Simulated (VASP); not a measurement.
# AlGa3As4 (P3m1) in VASP: single point with PBEsol

Aim: the single point of AlGa3As4 with PBEsol.

Everything below comes from runs of VASP 6.6.1. Logs are shortened: lines on timing, memory, paths and dates and some standing lists are left out, and cuts for length are marked.

### Step 1. The cell of the first run

The structure is trigonal, space group P3m1 (No. 156). Conventional cell: a = 3.992 Å, b = 3.992 Å, c = 13.154 Å, α = 90.00°, β = 90.00°, γ = 120.00°. Within 3.2 Å of Al (site symmetry 3m) lie 4 As at 2.45 to 2.47 Å. Ga (site symmetry 3m) has 4 As at 2.45 to 2.46 Å within 3.2 Å. Ga (site symmetry 3m) has 4 As at 2.45 to 2.46 Å within 3.2 Å. Within 3.2 Å of Ga (site symmetry 3m) lie 4 As at 2.45 to 2.46 Å. Within 3.2 Å of As (site symmetry 3m) lie 3 Al at 2.45 Å and 1 Ga at 2.46 Å. Within 3.2 Å of As (site symmetry 3m) lie 4 Ga at 2.45 to 2.46 Å. Within 3.2 Å of As (site symmetry 3m) lie 4 Ga at 2.45 to 2.46 Å. As (site symmetry 3m) has 3 Ga at 2.45 Å and 1 Al at 2.47 Å within 3.2 Å.

### Step 2. Single point, PBEsol

INCAR reads:

```
ALGO = Normal ; EDIFF = 1E-7
ENCUT = 520 ; GGA = PS
ISIF = 2 ; ISMEAR = 0
LASPH = T ; LCHARG = T
LELF = T ; LREAL = F
LVHAR = T ; LWAVE = F
NBANDS = 41 ; NELM = 80
PREC = Accurate ; SIGMA = 0.02
```

KPOINTS reads:

```
k-points
0
Gamma
  12 12 2
```

POSCAR reads:

```
AlGa3As4
1.0
    3.9920897445      0.0000000000      0.0000000000
   -1.9960448722      3.4572511329      0.0000000000
    0.0000000000      0.0000000000     13.1537687925
Al Ga As
1 3 4
Direct
    0.0000000000      0.0000000000      0.9992967707
    0.6666666667      0.3333333333      0.2487248727
    0.6666666667      0.3333333333      0.7482757101
    0.0000000000      0.0000000000      0.4986501720
    0.6666666667      0.3333333333      0.0619099444
    0.6666666667      0.3333333333      0.5614630101
    0.0000000000      0.0000000000      0.3117428614
    0.0000000000      0.0000000000      0.8117376586
```

Potentials or basis: VASP PAW PBE potentials, release 64 (Al, Ga_d, As).

On the command line:

```sh
cat potpaw_PBE.64/Al/POTCAR potpaw_PBE.64/Ga_d/POTCAR potpaw_PBE.64/As/POTCAR > POTCAR
mpirun -np 1 vasp_std > vasp.out
```

OUTCAR:

```text
EDIFF = 1E-7
   ENCUT = 520
   GGA = PS
   ISIF = 2
   ISMEAR = 0
   LASPH = T
   LREAL = F
   NELM = 80
   PREC = Accurate

 ion  position               nearest neighbor table
   1  0.000  0.000  0.999-   5 2.45   5 2.45   5 2.45   8 2.47
   2  0.667  0.333  0.249-   7 2.45   7 2.45   7 2.45   5 2.46
   3  0.667  0.333  0.748-   8 2.45   8 2.45   8 2.45   6 2.46
   4  0.000  0.000  0.499-   6 2.45   6 2.45   6 2.45   7 2.46
   5  0.667  0.333  0.062-   1 2.45   1 2.45   1 2.45   2 2.46
   6  0.667  0.333  0.561-   4 2.45   4 2.45   4 2.45   3 2.46
   7  0.000  0.000  0.312-   2 2.45   2 2.45   2 2.45   4 2.46
   8  0.000  0.000  0.812-   3 2.45   3 2.45   3 2.45   1 2.47

  LATTYP: Found a hexagonal cell.
 ALAT       =     3.9920897445
 C/A-ratio  =     3.2949581884

  Lattice vectors:

 A1 = (   3.9920897445,   0.0000000000,   0.0000000000)
 A2 = (  -1.9960448722,   3.4572511329,   0.0000000000)
 A3 = (   0.0000000000,   0.0000000000,  13.1537687925)

Analysis of symmetry for initial positions (statically):
=====================================================================
 Subroutine PRICEL returns:
 Original cell was already a primitive cell.

 Routine SETGRP: Setting up the symmetry group for a
 hexagonal supercell.

 Subroutine GETGRP returns: Found  6 space group operations
 (whereof  6 operations were pure point group operations)
 out of a pool of 24 trial point group operations.

The static configuration has the point symmetry C_3v.

Analysis of symmetry for dynamics (positions and initial velocities):
=====================================================================
 Subroutine PRICEL returns:
 Original cell was already a primitive cell.

 Routine SETGRP: Setting up the symmetry group for a
 hexagonal supercell.

 Subroutine GETGRP returns: Found  6 space group operations
 (whereof  6 operations were pure point group operations)
 out of a pool of 24 trial point group operations.

The dynamic configuration has the point symmetry C_3v.

 Subroutine INISYM returns: Found  6 space group operations
 (whereof  6 operations are pure point group operations),
 and found     1 'primitive' translations

----------------------------------------------------------------------------------------

                                     Primitive cell

  volume of cell :     181.5438

  direct lattice vectors                    reciprocal lattice vectors
     3.992089744  0.000000000  0.000000000     0.250495371  0.144623570  0.000000000
    -1.996044872  3.457251133  0.000000000     0.000000000  0.289247139  0.000000000
     0.000000000  0.000000000 13.153768792     0.000000000  0.000000000  0.076023839

  length of vectors
     3.992089744  3.992089744 13.153768792     0.289247139  0.289247139  0.076023839

  position of ions in fractional coordinates (direct lattice)
     0.000000000  0.000000000  0.999296771
     0.666666667  0.333333333  0.248724873
     0.666666667  0.333333333  0.748275710
     0.000000000  0.000000000  0.498650172
     0.666666667  0.333333333  0.061909944
     0.666666667  0.333333333  0.561463010
     0.000000000  0.000000000  0.311742861
     0.000000000  0.000000000  0.811737659

  ion indices of the primitive-cell ions
   primitive index   ion index
                 1           1
                 2           2
                 3           3
                 4           4
                 5           5
                 6           6
                 7           7
                 8           8

----------------------------------------------------------------------------------------

 KPOINTS: k-points

Automatic generation of k-mesh.
 Grid dimensions read from file:
 generate k-points for:   12   12    2

 Generating k-lattice:

  Cartesian coordinates                     Fractional coordinates (reciprocal lattice)
     0.020874614  0.012051964  0.000000000     0.083333333  0.000000000  0.000000000
     0.000000000  0.024103928  0.000000000     0.000000000  0.083333333  0.000000000
     0.000000000  0.000000000  0.038011919     0.000000000  0.000000000  0.500000000

  Length of vectors
     0.024103928  0.024103928  0.038011919

  Shift w.r.t. Gamma in fractional coordinates (k-lattice)
     0.000000000  0.000000000  0.000000000

 Subroutine IBZKPT returns following result:
 ===========================================

 Found     38 irreducible k-points:

 Following reciprocal coordinates:
            Coordinates               Weight
  0.000000  0.000000  0.000000      1.000000
  0.083333 -0.000000  0.000000      6.000000
  0.166667  0.000000  0.000000      6.000000
  0.250000 -0.000000  0.000000      6.000000
  0.333333  0.000000  0.000000      6.000000
  0.416667 -0.000000  0.000000      6.000000
[... 16 lines left out ...]
  0.250000 -0.000000  0.500000      6.000000
  0.333333  0.000000  0.500000      6.000000
 [... further k-points ...]
   k-points           NKPTS =     38   k-points in BZ     NKDIM =     38   number of bands    NBANDS=     41
   number of dos      NEDOS =    301   number of ions     NIONS =      8
   total plane-waves  NPLWV =  88200
   dimension x,y,z NGX =    30 NGY =   30 NGZ =   98
   dimension x,y,z NGXF=    60 NGYF=   60 NGZF=  196
   ions per type =               1   3   4
   NGX,Y,Z   is equivalent  to a cutoff of  12.49, 12.49, 12.39 a.u.
   NGXF,Y,Z  is equivalent  to a cutoff of  24.99, 24.99, 24.77 a.u.
 SYSTEM =  unknown system
   PREC   = accura    normal or accurate (medium, high low for compatibility)
   ISTART =      0    job   : 0-new  1-cont  2-samecut
   ICHARG =      2    charge: 1-file 2-atom 10-const
   ISPIN  =      1    spin polarized calculation?
   LNONCOLLINEAR =      F non collinear calculations
   LSORBIT =      F    spin-orbit coupling
   LASPH  =      T    aspherical Exc in radial PAW
   ENCUT  =  520.0 eV  38.22 Ry    6.18 a.u.   7.42  7.42 24.46*2*pi/ulx,y,z
   NELM   =     80;   NELMIN=  2; NELMDL= -5     # of ELM steps
   EDIFF  = 0.1E-06   stopping-criterion for ELM
   LREAL  =      F    real-space projection
   EDIFFG = 0.1E-05   stopping-criterion for IOM
   NSW    =      0    number of steps for IOM
   IBRION =     -1    ionic relax: 0-MD 1-quasi-New 2-CG
   NFREE  =      0    steps in history (QN), initial steepest desc. (CG)
   ISIF   =      2    stress and relaxation
   ISYM   =      2    0-nonsym 1-usesym 2-fastsym
   POTIM  = 0.5000    time-step for ionic-motion
   TEBEG  =    0.0;   TEEND  =   0.0 temperature during run
   PSTRESS=    0.0 pullay stress
   NELECT =      62.0000    total number of electrons
   NUPDOWN=      -1.0000    fix difference up-down
   EMIN   =  10.00;   EMAX   =-10.00  energy-range for DOS
   EFERMI =   0.00;   METHOD = LEGACY
   ISMEAR =     0;   SIGMA  =   0.02  broadening in eV -4-tet -1-fermi 0-gaus
   EFERMI_NEDOS =   21; number of points for ismear=-14 and -15
   IALGO  =     38    algorithm
   IMIX   =      4    mixing-type and parameters
     AMIX     =   0.40;   BMIX     =  1.00
     AMIX_MAG =   1.60;   BMIX_MAG =  1.00
  volume/ion in A,a.u.               =      22.69       153.14
  Fermi-wavevector in a.u.,A,eV,Ry     =   1.144313  2.162438 17.816186  1.309453
  Thomas-Fermi vector in A             =   2.281006
   LORBIT       =      0    0 simple, 1 ext, 2 COOP (PROOUT), +10 PAW based schemes
   GGA     = PS    functional components
   LHFCALC =     F    Hartree Fock is set to
   AEXX    =    0.0000 exact exchange contribution
   IVDW    =     0    specifies the selected vdW correction
   LEPSILON=     F    determine dielectric tensor
   LRPA    =     F    only Hartree local field effects (RPA)
 non-spin polarized calculation
 Gauss-broadening in eV      SIGMA  =   0.02
  energy-cutoff  :      520.00
  volume of cell :      181.54
 maximum number of plane-waves:      4931
 NGX is ok and might be reduce to    30
   NGX = 15   NGY = 15   NGZ = 49

 number of electron      61.9999981 magnetization

 Free energy of the ion-electron system (eV)
  ---------------------------------------------------
  ext. energy  EPLUGINS =         0.00000000
  ---------------------------------------------------
  free energy    TOTEN  =       -37.25701505 eV

  energy without entropy =      -37.25701505  energy(sigma->0) =      -37.25701505

 E-fermi :   4.0042     XC(G=0):  -9.6069

 val. band max:        3.8868020951   @ k =   0.0000   0.0000   0.0000
 cond. band min:       4.4892590762   @ k =   0.0000   0.0000   0.0000
 fundamental gap:      0.6024569811
 Fermi energy:         4.0042135122

 k-point     1 :       0.0000    0.0000    0.0000
  band No.  band energies     occupation
      1     -10.9684      2.00000
      2     -10.9421      2.00000
      3     -10.9095      2.00000
      4     -10.8991      2.00000
      5     -10.8991      2.00000
      6     -10.8880      2.00000
[... 33 lines left out ...]
     40       8.1238      0.00000
     41       8.2454      0.00000

 k-point     2 :       0.0833   -0.0000    0.0000
  band No.  band energies     occupation
      1     -10.9705      2.00000
      2     -10.9442      2.00000
      3     -10.9114      2.00000
      4     -10.9005      2.00000
      5     -10.8973      2.00000
      6     -10.8888      2.00000
[... 33 lines left out ...]
     40       8.0244      0.00000
     41       8.3679      0.00000

 k-point     3 :       0.1667    0.0000    0.0000
  band No.  band energies     occupation
      1     -10.9769      2.00000
      2     -10.9513      2.00000
      3     -10.9164      2.00000
      4     -10.9083      2.00000
      5     -10.8925      2.00000
      6     -10.8854      2.00000
[... 875 lines left out ...]
      2     -10.9629      2.00000
      3     -10.9317      2.00000
      4     -10.9085      2.00000
      5     -10.8866      2.00000
      6     -10.8799      2.00000
[... 33 lines left out ...]
     40       9.0025      0.00000
     41       9.1702      0.00000

 k-point    24 :       0.3333    0.0000    0.5000
  band No.  band energies     occupation
      1     -10.9955      2.00000
      2     -10.9759      2.00000
      3     -10.9474      2.00000
      4     -10.9055      2.00000
      5     -10.8815      2.00000
      6     -10.8752      2.00000
[... 33 lines left out ...]
     40       9.0099      0.00000
     41       9.0930      0.00000

 [... further k-points ...]

------------------------ aborting loop because EDIFF is reached ----------------------------------------

  FORCE on cell =-STRESS in cart. coord.  units (eV):
  Direction    XX          YY          ZZ          XY          YZ          ZX
  --------------------------------------------------------------------------------------
  -------------------------------------------------------------------------------------
  Total        0.2060544      0.2060544      0.2319268      0.0000000      0.0000000      0.0000000
  in kB        1.8184903      1.8184903      2.0468219      0.0000000      0.0000000      0.0000000
  external PRESSURE =       1.8946009 kB  Pullay stress =       0.0000000 kB

 VOLUME and BASIS-vectors are now :
 -----------------------------------------------------------------------------
  energy-cutoff  :      520.00
  volume of cell :      181.54
      direct lattice vectors                 reciprocal lattice vectors
     3.992089744  0.000000000  0.000000000     0.250495371  0.144623570  0.000000000
    -1.996044872  3.457251133  0.000000000     0.000000000  0.289247139  0.000000000
     0.000000000  0.000000000 13.153768792     0.000000000  0.000000000  0.076023839

 POSITION                                       TOTAL-FORCE (eV/Angst)
 -----------------------------------------------------------------------------------
      0.00000      0.00000     13.14452         0.000000     -0.000000     -0.000145
      1.99604      1.15242      3.27167        -0.000000     -0.000000      0.006918
      1.99604      1.15242      9.84265        -0.000000      0.000000      0.004628
      0.00000      0.00000      6.55913         0.000000     -0.000000      0.005298
      1.99604      1.15242      0.81435        -0.000000     -0.000000      0.003827
      1.99604      1.15242      7.38535        -0.000000      0.000000     -0.005109
      0.00000      0.00000      4.10059        -0.000000      0.000000     -0.005114
      0.00000      0.00000     10.67741        -0.000000     -0.000000     -0.010302
 -----------------------------------------------------------------------------------
    total drift:                                0.000000     -0.000000      0.000415

  FREE ENERGIE OF THE ION-ELECTRON SYSTEM (eV)
  ---------------------------------------------------
  free  energy   TOTEN  =       -37.2570150457 eV

  energy  without entropy=      -37.2570150457  energy(sigma->0) =      -37.25701505
```

Run time: 11 min. Hardware: 1 thread of Intel Xeon 8259CL, shared host; peak memory 0.43 GiB.

What came out:

| Property | Result |
| --- | --- |
| Free energy | -37.2570 eV |
| Pressure | 0.2 GPa |
| Largest force | 0.010 eV/Å |
| Band gap on the k mesh | 0.60 eV |

Forces on the atoms (eV/Å):
```
Al   0.000  0.000  0.000
Ga   0.000  0.000  0.007
Ga   0.000  0.000  0.005
Ga   0.000  0.000  0.005
As   0.000  0.000  0.004
As   0.000  0.000 -0.005
As   0.000  0.000 -0.005
As   0.000  0.000 -0.010
```

Levels at points of the mesh, in eV from the valence-band top:
| k point | band 28 | band 29 | band 30 | band 31 | band 32 | band 33 | band 34 | band 35 |
| --- | --- | --- | --- | --- | --- | --- | --- | --- |
| (0.00, 0.00, 0.00) | -0.63 | -0.20 | 0.00 | 0.00 | 0.60 | 0.93 | 1.46 | 2.01 |
| (0.50, 0.00, 0.00) | -2.09 | -2.06 | -2.00 | -1.17 | 1.20 | 1.26 | 1.51 | 2.44 |
| (0.00, 0.00, 0.50) | -0.31 | -0.31 | -0.15 | -0.15 | 0.91 | 1.12 | 1.78 | 2.38 |
| (0.50, 0.00, 0.50) | -1.94 | -1.89 | -1.49 | -1.44 | 1.20 | 1.38 | 1.45 | 1.73 |

Caveat: semilocal functionals underestimate gaps, and a narrow one can read as zero; the PAW data sets were made with another functional, which shifts forces and pressure a little. A k mesh can miss the band edges.
